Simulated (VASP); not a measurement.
# PbSe (Cm) in VASP: a series of runs

PbSe is run at these levels: PBEsol; tasks: single point.

Everything below comes from runs of VASP 6.6.1. Logs are shortened: lines on timing, memory, paths and dates and some standing lists are left out, and cuts for length are marked.

### Step 1. The cell of the first run

Symmetry: Cm, No. 8, monoclinic system. Conventional cell: a = 6.451 Å, b = 24.996 Å, c = 4.547 Å, α = 90.00°, β = 134.07°, γ = 90.00°. Within 3.9 Å of Pb (site symmetry 1) lie 5 Se at 2.97 to 3.47 Å. Se (site symmetry 1) has 5 Pb at 2.97 to 3.47 Å within 3.9 Å.

### Step 2. Single point, PBEsol (strained and its atoms moved)

Input file INCAR:

```
SYSTEM = PbSe
PREC = Accurate ; ENCUT = 520
EDIFF = 1E-7 ; ISMEAR = 0
SIGMA = 0.02 ; LREAL = .False.
LASPH = .True. ; NELM = 100
ALGO = Normal ; ISIF = 2
LWAVE = .False. ; LCHARG = .True.
GGA = PS ; LELF = .True.
LVHAR = .True. ; NBANDS = 28
```

Input file KPOINTS:

```
regular mesh
0
Gamma
  6 6 6
  0 0 0
```

Input file POSCAR:

```
PbSe
1.0
   -0.0312544200     12.4978720946      3.2668995049
    3.1939427038      0.0000000000      3.2357179949
    3.2251971238     12.4978720946     -0.0311815100
Pb Se
2 2
Direct
    0.1959133882      0.8158213088      0.2001118023
    0.7998881977      0.2118464994      0.8040866118
    0.6687539224      0.2855123806      0.6985545083
    0.3014454917      0.6528208112      0.3312460776
```

Potentials or basis: VASP PAW PBE potentials, release 64 (Pb_d, Se).

Started as:

```console
cat potpaw_PBE.64/Pb_d/POTCAR potpaw_PBE.64/Se/POTCAR > POTCAR
mpirun -np 1 vasp_std > vasp.out
```

OUTCAR:

```text
SYSTEM = PbSe
   PREC = Accurate
   ENCUT = 520
   EDIFF = 1E-7
   ISMEAR = 0
   LREAL = .False.
   LASPH = .True.
   NELM = 100
   ISIF = 2
   GGA = PS

 ion  position               nearest neighbor table
   1  0.196  0.816  0.200-   4 2.97   3 3.10   3 3.15   3 3.35
   2  0.800  0.212  0.804-   3 2.97   4 3.10   4 3.15   4 3.35
   3  0.669  0.286  0.699-   2 2.97   1 3.10   1 3.15   1 3.35
   4  0.301  0.653  0.331-   1 2.97   2 3.10   2 3.15   2 3.35

  LATTYP: Found a base centered monoclinic cell.
 ALAT       =     6.4506957063
 B/A-ratio  =     3.8748912252
 C/A-ratio  =     0.7048158602
 COS(beta)  =    -0.6955845286

  Lattice vectors:

 A1 = (  -3.2251971238,  12.4978720946,   0.0311815100)
 A2 = (  -3.2251971238, -12.4978720946,   0.0311815100)
 A3 = (   3.1939427038,   0.0000000000,   3.2357179949)

Analysis of symmetry for initial positions (statically):
=====================================================================
 Subroutine PRICEL returns:
 Original cell was already a primitive cell.

 Routine SETGRP: Setting up the symmetry group for a
 base centered monoclinic supercell.

 Subroutine GETGRP returns: Found  2 space group operations
 (whereof  2 operations were pure point group operations)
 out of a pool of  4 trial point group operations.

The static configuration has the point symmetry C_1h.

Analysis of symmetry for dynamics (positions and initial velocities):
=====================================================================
 Subroutine PRICEL returns:
 Original cell was already a primitive cell.

 Routine SETGRP: Setting up the symmetry group for a
 base centered monoclinic supercell.

 Subroutine GETGRP returns: Found  2 space group operations
 (whereof  2 operations were pure point group operations)
 out of a pool of  4 trial point group operations.

The dynamic configuration has the point symmetry C_1h.

 Subroutine INISYM returns: Found  2 space group operations
 (whereof  2 operations are pure point group operations),
 and found     1 'primitive' translations

----------------------------------------------------------------------------------------

                                     Primitive cell

  volume of cell :     263.3407

  direct lattice vectors                    reciprocal lattice vectors
    -0.031254420 12.497872095  3.266899505    -0.153563783  0.040006810  0.151581171
     3.193942704  0.000000000  3.235717995     0.156523466 -0.040006810  0.154547775
     3.225197124 12.497872095 -0.031181510     0.153563783  0.040006810 -0.151581171

  length of vectors
    12.917833259  4.546552643 12.907349676     0.219452117  0.223573601  0.219452117

  position of ions in fractional coordinates (direct lattice)
     0.195913388  0.815821309  0.200111802
     0.799888198  0.211846499  0.804086612
     0.668753922  0.285512381  0.698554508
     0.301445492  0.652820811  0.331246078

  ion indices of the primitive-cell ions
   primitive index   ion index
                 1           1
                 2           2
                 3           3
                 4           4

----------------------------------------------------------------------------------------

 KPOINTS: regular mesh

Automatic generation of k-mesh.
 Grid dimensions read from file:
 generate k-points for:    6    6    6

 Generating k-lattice:

  Cartesian coordinates                     Fractional coordinates (reciprocal lattice)
    -0.025593964  0.006667802  0.025263529     0.166666667 -0.000000000  0.000000000
     0.026087244 -0.006667802  0.025757963     0.000000000  0.166666667 -0.000000000
     0.025593964  0.006667802 -0.025263529     0.000000000  0.000000000  0.166666667

  Length of vectors
     0.036575353  0.037262267  0.036575353

  Shift w.r.t. Gamma in fractional coordinates (k-lattice)
     0.000000000  0.000000000  0.000000000

 Subroutine IBZKPT returns following result:
 ===========================================

 Found     68 irreducible k-points:

 Following reciprocal coordinates:
            Coordinates               Weight
  0.000000  0.000000  0.000000      1.000000
  0.166667  0.000000 -0.000000      4.000000
  0.333333  0.000000 -0.000000      4.000000
  0.500000  0.000000 -0.000000      2.000000
  0.000000  0.166667  0.000000      4.000000
  0.166667  0.166667 -0.000000      2.000000
[... 16 lines left out ...]
  0.500000  0.000000  0.166667      4.000000
 -0.333333 -0.000000  0.166667      4.000000
 [... further k-points ...]
   k-points           NKPTS =     68   k-points in BZ     NKDIM =     68   number of bands    NBANDS=     28
   number of dos      NEDOS =    301   number of ions     NIONS =      4
   total plane-waves  NPLWV = 331776
   dimension x,y,z NGX =    96 NGY =   36 NGZ =   96
   dimension x,y,z NGXF=   192 NGYF=   72 NGZF=  192
   ions per type =               2   2
   NGX,Y,Z   is equivalent  to a cutoff of  12.35, 13.16, 12.36 a.u.
   NGXF,Y,Z  is equivalent  to a cutoff of  24.71, 26.33, 24.73 a.u.
 SYSTEM =  PbSe
   PREC   = accura    normal or accurate (medium, high low for compatibility)
   ISTART =      0    job   : 0-new  1-cont  2-samecut
   ICHARG =      2    charge: 1-file 2-atom 10-const
   ISPIN  =      1    spin polarized calculation?
   LNONCOLLINEAR =      F non collinear calculations
   LSORBIT =      F    spin-orbit coupling
   LASPH  =      T    aspherical Exc in radial PAW
   ENCUT  =  520.0 eV  38.22 Ry    6.18 a.u.  24.02  8.45 24.00*2*pi/ulx,y,z
   NELM   =    100;   NELMIN=  2; NELMDL= -5     # of ELM steps
   EDIFF  = 0.1E-06   stopping-criterion for ELM
   LREAL  =      F    real-space projection
   EDIFFG = 0.1E-05   stopping-criterion for IOM
   NSW    =      0    number of steps for IOM
   IBRION =     -1    ionic relax: 0-MD 1-quasi-New 2-CG
   NFREE  =      0    steps in history (QN), initial steepest desc. (CG)
   ISIF   =      2    stress and relaxation
   ISYM   =      2    0-nonsym 1-usesym 2-fastsym
   POTIM  = 0.5000    time-step for ionic-motion
   TEBEG  =    0.0;   TEEND  =   0.0 temperature during run
   PSTRESS=    0.0 pullay stress
   NELECT =      40.0000    total number of electrons
   NUPDOWN=      -1.0000    fix difference up-down
   EMIN   =  10.00;   EMAX   =-10.00  energy-range for DOS
   EFERMI =   0.00;   METHOD = LEGACY
   ISMEAR =     0;   SIGMA  =   0.02  broadening in eV -4-tet -1-fermi 0-gaus
   EFERMI_NEDOS =   21; number of points for ismear=-14 and -15
   IALGO  =     38    algorithm
   IMIX   =      4    mixing-type and parameters
     AMIX     =   0.40;   BMIX     =  1.00
     AMIX_MAG =   1.60;   BMIX_MAG =  1.00
  volume/ion in A,a.u.               =      65.84       444.28
  Fermi-wavevector in a.u.,A,eV,Ry     =   0.873485  1.650648 10.380922  0.762976
  Thomas-Fermi vector in A             =   1.992882
   LORBIT       =      0    0 simple, 1 ext, 2 COOP (PROOUT), +10 PAW based schemes
   GGA     = PS    functional components
   LHFCALC =     F    Hartree Fock is set to
   AEXX    =    0.0000 exact exchange contribution
   IVDW    =     0    specifies the selected vdW correction
   LEPSILON=     F    determine dielectric tensor
   LRPA    =     F    only Hartree local field effects (RPA)
 non-spin polarized calculation
 Gauss-broadening in eV      SIGMA  =   0.02
  energy-cutoff  :      520.00
  volume of cell :      263.34
 maximum number of plane-waves:      7122
   NGX = 47   NGY = 17   NGZ = 47

 number of electron      39.9999995 magnetization

 Free energy of the ion-electron system (eV)
  ---------------------------------------------------
  ext. energy  EPLUGINS =         0.00000000
  ---------------------------------------------------
  free energy    TOTEN  =       -16.88434112 eV

  energy without entropy =      -16.88434112  energy(sigma->0) =      -16.88434112

 E-fermi :  -0.9749     XC(G=0):  -5.2752

 val. band max:       -1.1025495753   @ k =  -0.3333  -0.0000   0.1667
 cond. band min:       0.3319406349   @ k =   0.1667   0.5000   0.1667
 fundamental gap:      1.4344902102
 Fermi energy:        -0.9749499976

 k-point     1 :       0.0000    0.0000    0.0000
  band No.  band energies     occupation
      1     -17.3837      2.00000
      2     -17.3437      2.00000
      3     -17.3315      2.00000
      4     -17.3292      2.00000
      5     -17.3280      2.00000
      6     -17.3275      2.00000
[... 20 lines left out ...]
     27       3.6171      0.00000
     28       4.2837      0.00000

 k-point     2 :       0.1667    0.0000   -0.0000
  band No.  band energies     occupation
      1     -17.3775      2.00000
      2     -17.3405      2.00000
      3     -17.3342      2.00000
      4     -17.3331      2.00000
      5     -17.3287      2.00000
      6     -17.3254      2.00000
[... 20 lines left out ...]
     27       3.7104      0.00000
     28       4.6479      0.00000

 k-point     3 :       0.3333    0.0000   -0.0000
  band No.  band energies     occupation
      1     -17.3633      2.00000
      2     -17.3421      2.00000
      3     -17.3389      2.00000
      4     -17.3340      2.00000
      5     -17.3300      2.00000
      6     -17.3193      2.00000
[... 20 lines left out ...]
     27       4.3139      0.00000
     28       5.6633      0.00000

 k-point     4 :       0.5000    0.0000   -0.0000
  band No.  band energies     occupation
      1     -17.3499      2.00000
      2     -17.3499      2.00000
      3     -17.3399      2.00000
      4     -17.3399      2.00000
      5     -17.3219      2.00000
      6     -17.3219      2.00000
[... 20 lines left out ...]
     27       5.1444      0.00000
     28       5.3514      0.00000

 k-point     5 :       0.0000    0.1667    0.0000
  band No.  band energies     occupation
      1     -17.3764      2.00000
      2     -17.3416      2.00000
      3     -17.3323      2.00000
      4     -17.3307      2.00000
      5     -17.3279      2.00000
      6     -17.3255      2.00000
[... 20 lines left out ...]
     27       3.7100      0.00000
     28       4.7878      0.00000

 k-point     6 :       0.1667    0.1667   -0.0000
  band No.  band energies     occupation
      1     -17.3724      2.00000
      2     -17.3403      2.00000
      3     -17.3402      2.00000
      4     -17.3304      2.00000
      5     -17.3259      2.00000
      6     -17.3256      2.00000
[... 463 lines left out ...]
      5     -17.3280      2.00000
      6     -17.3275      2.00000
[... 20 lines left out ...]
     27       3.6173      0.00000
     28       4.2840      0.00000

 k-point    22 :       0.3333    0.0000    0.1667
  band No.  band energies     occupation
      1     -17.3775      2.00000
      2     -17.3405      2.00000
      3     -17.3342      2.00000
      4     -17.3331      2.00000
      5     -17.3287      2.00000
      6     -17.3254      2.00000
[... 20 lines left out ...]
     27       3.8880      0.00000
     28       4.6479      0.00000

 k-point    23 :       0.5000    0.0000    0.1667
  band No.  band energies     occupation
      1     -17.3633      2.00000
      2     -17.3421      2.00000
      3     -17.3389      2.00000
      4     -17.3340      2.00000
      5     -17.3300      2.00000
      6     -17.3193      2.00000
[... 20 lines left out ...]
     27       4.5113      0.00000
     28       5.4230      0.00000

 k-point    24 :      -0.3333   -0.0000    0.1667
  band No.  band energies     occupation
      1     -17.3499      2.00000
      2     -17.3499      2.00000
      3     -17.3399      2.00000
      4     -17.3399      2.00000
      5     -17.3219      2.00000
      6     -17.3219      2.00000
[... 20 lines left out ...]
     27       5.0989      0.00000
     28       5.4530      0.00000

 [... further k-points ...]
[... 5 lines left out ...]
  --------------------------------------------------------------------------------------
  -------------------------------------------------------------------------------------
  Total       -4.9674594     -4.0137916     -5.1662095      0.0000000      0.0000000      0.4719115
  in kB      -30.2222624    -24.4201014    -31.4314673      0.0000000      0.0000000      2.8711321
  external PRESSURE =     -28.6912770 kB  Pullay stress =       0.0000000 kB

 VOLUME and BASIS-vectors are now :
 -----------------------------------------------------------------------------
  energy-cutoff  :      520.00
  volume of cell :      263.34
      direct lattice vectors                 reciprocal lattice vectors
    -0.031254420 12.497872095  3.266899505    -0.153563783  0.040006810  0.151581171
     3.193942704  0.000000000  3.235717995     0.156523466 -0.040006810  0.154547775
     3.225197124 12.497872095 -0.031181510     0.153563783  0.040006810 -0.151581171

 POSITION                                       TOTAL-FORCE (eV/Angst)
 -----------------------------------------------------------------------------------
      3.24496      4.94947      3.27356         0.021075      0.413741      0.079605
      3.24496     20.04627      3.27356         0.021075     -0.413741      0.079605
      3.14398     17.08845      3.08681        -0.021075      0.876374     -0.079605
      3.14398      7.90730      3.08681        -0.021075     -0.876374     -0.079605
 -----------------------------------------------------------------------------------
    total drift:                               -0.000014     -0.000006     -0.000096

  FREE ENERGIE OF THE ION-ELECTRON SYSTEM (eV)
  ---------------------------------------------------
  free  energy   TOTEN  =       -16.8843411234 eV

  energy  without entropy=      -16.8843411234  energy(sigma->0) =      -16.88434112
```

It took 21 min on 1 thread of Intel Xeon Platinum 8375C at 2.90GHz (Ice Lake), shared host; peak memory 0.95 GiB.

Results:

- Free energy: -16.8843 eV
- Pressure: -2.9 GPa
- Largest force: 0.880 eV/Å
- Band gap on the k mesh: 1.43 eV, indirect (least direct gap 1.54 eV)

Forces in eV/Å, atoms in the order of the input:
```
Pb   0.021  0.414  0.080
Pb   0.021 -0.414  0.080
Se  -0.021  0.876 -0.080
Se  -0.021 -0.876 -0.080
```

Caveat: the cell differs from its parent crystal (strained and its atoms moved); the PAW data sets were made with another functional, which shifts forces and pressure a little; spin-orbit coupling is left out, which moves the levels of the heavy elements.

### Step 3. Single point, PBEsol (strained and its atoms moved)

Input file INCAR:

```
SYSTEM = PbSe
ALGO = Normal
EDIFF = 1E-7
ENCUT = 520
GGA = PS
ISIF = 2
ISMEAR = 0
LASPH = .True.
LCHARG = .False.
LREAL = .False.
LWAVE = .False.
NBANDS = 28
NELM = 100
PREC = Accurate
SIGMA = 0.02
```

Input file KPOINTS:

```
k-points
0
Gamma
  6 6 6
  0 0 0
```

Input file POSCAR:

```
PbSe
1.0
    0.0312544200     12.5788774878      3.2653992928
    3.2690176924      0.0000000000      3.2965808028
    3.2377632724     12.5788774878      0.0311815100
Pb Se
2 2
Direct
    0.1989546570      0.8074074671      0.1726157892
    0.8273842108      0.1789779132      0.8010453430
    0.6628227119      0.2968161641      0.7231605797
    0.2768394203      0.6827994557      0.3371772881
```

Potentials or basis: VASP PAW PBE potentials, release 64 (Pb_d, Se).

Started as:

```console
cat potpaw_PBE.64/Pb_d/POTCAR potpaw_PBE.64/Se/POTCAR > POTCAR
mpirun -np 1 vasp_std > vasp.out
```

Run time: 23 min. Hardware: 1 thread of Intel Xeon Platinum 8259CL at 2.50GHz (Skylake/Cascade Lake), shared host; peak memory 0.98 GiB.

Results (log left out):

| Quantity | Value |
| --- | --- |
| Free energy | -16.6858 eV |
| Pressure | -3.4 GPa |
| Largest force | 1.171 eV/Å |
| Band gap on the k mesh | 1.48 eV, indirect (least direct gap 1.63 eV) |

Forces in eV/Å, atoms in the order of the input:
```
Pb  -0.096  1.159  0.130
Pb  -0.096 -1.159  0.130
Se   0.096  0.626 -0.130
Se   0.096 -0.626 -0.130
```

Stress tensor (GPa, compression positive):
```
-3.39  0.00 -0.34
 0.00 -3.36  0.00
-0.34  0.00 -3.54
```

Levels at points of the mesh, in eV from the valence-band top:
| k point | band 17 | band 18 | band 19 | band 20 | band 21 | band 22 | band 23 | band 24 |
| --- | --- | --- | --- | --- | --- | --- | --- | --- |
| (0.00, 0.00, 0.00) | -1.53 | -0.99 | -0.75 | 0.00 | 1.83 | 3.73 | 4.27 | 4.40 |
| (0.50, 0.00, 0.00) | -0.59 | -0.59 | -0.16 | -0.16 | 1.48 | 1.48 | 2.54 | 2.54 |
| (0.00, 0.50, 0.00) | -0.47 | -0.47 | -0.09 | -0.09 | 1.69 | 1.69 | 2.66 | 2.66 |
| (0.50, 0.50, 0.00) | -2.10 | -2.08 | -0.92 | -0.87 | 3.18 | 3.20 | 4.73 | 4.81 |
| (0.50, 0.00, 0.50) | -1.53 | -0.99 | -0.75 | 0.00 | 1.78 | 4.01 | 4.30 | 4.40 |
| (0.00, 0.50, 0.50) | -2.10 | -2.08 | -0.92 | -0.87 | 3.17 | 3.21 | 4.72 | 4.82 |

Caveat: the cell differs from its parent crystal (strained and its atoms moved); the PAW data sets were made with another functional, which shifts forces and pressure a little; spin-orbit coupling is left out, which moves the levels of the heavy elements.
